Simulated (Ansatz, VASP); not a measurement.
**MgTe5: VASP beside Ansatz**

The input INCAR:

```
ALGO = Normal
EDIFF = 1E-6
EDIFFG = -0.04
ENCUT = 600
GGA = PE
IBRION = 2
ISIF = 3
ISMEAR = 0
LASPH = T
LCHARG = F
LREAL = F
LWAVE = F
NELM = 80
NSW = 90
PREC = Accurate
SIGMA = 0.1
```

The input KPOINTS:

```
k-points
0
Gamma
  3 3 4
```

The input POSCAR:

```
MgTe5
1.0
    6.5152028000      0.0000000000      0.0000000000
   -3.2576014000      5.6423311300      0.0000000000
    0.0000000000      0.0000000000      5.9737585600
Mg Te
1 5
Direct
    0.0000000000      0.0000000000      0.0000000000
    0.3130345300      0.0000000000      0.5000000000
    0.6869654700      0.6869654700      0.5000000000
    0.0000000000      0.3130345300      0.5000000000
    0.3333333300      0.6666666700      0.0000000000
    0.6666666700      0.3333333300      0.0000000000
```

Input for Ansatz:

```yaml
crystal:
  lattice:
    - [6.5152028, 0.0, 0.0]
    - [-3.2576014, 5.64233113, 0.0]
    - [0.0, 0.0, 5.97375856]
  atoms:
    - { symbol: Mg, position: [0.0, 0.0, 0.0] }
    - { symbol: Te, position: [0.31303453, 0.0, 0.5] }
    - { symbol: Te, position: [0.68696547, 0.68696547, 0.5] }
    - { symbol: Te, position: [0.0, 0.31303453, 0.5] }
    - { symbol: Te, position: [0.33333333, 0.66666667, 0.0] }
    - { symbol: Te, position: [0.66666667, 0.33333333, 0.0] }
basis:
  ecutwfc: 420
kpoints:
  mp_grid: { grid: [3, 3, 4] }
hamiltonian:
  xc: pbe
scf:
  occupations: { method: gaussian, width: 0.1 }
  lower_state_search: "off"
output:
  forces: true
  stress: true
  eigenvalues: true
relax:
  adjacent_minimum: "off"
  f_tol: 0.04
  max_steps: 70
  cell: { stress_tol: 0.4 }
```

Change from the starting cell: species swapped into the Mg5Pd type (P-62m, No. 189).

Alike in both runs: task relaxation of cell and atoms; functional PBE; k mesh 3 × 3 × 4; occupations gaussian, width 0.1 eV; no spin polarisation.

```csv
,VASP,Ansatz
version,VASP 6.6.1,Ansatz 0.2.0
potentials or method,"VASP PAW PBE potentials, release 64 (Mg, Te), cutoff 600 eV","scalar-relativistic, plane waves, PAW"
valence electrons in the cell,32,90
```

```tsv
	VASP	Ansatz	Ansatz less VASP
gap on the k mesh at the Fermi level, each at its own relaxed structure (eV)	none	none	-
relaxed volume (Å³/atom)	30.58	30.56	-0.014
relaxed cell length with the largest relative difference (Å)	7.149	7.147	-0.0019
```

A gap of «none» marks a metal or a gap that the smearing closes. VASP's potentials hold 32 valence electrons a cell and Ansatz's 90, so a difference there can come from the potentials and not from the codes.

The k mesh is coarse, so the values compare programs but aren't converged. Neither program's run includes spin-orbit coupling. Noted on VASP's run: the volume moved by over 15 % at a fixed basis, so the end points are rough.
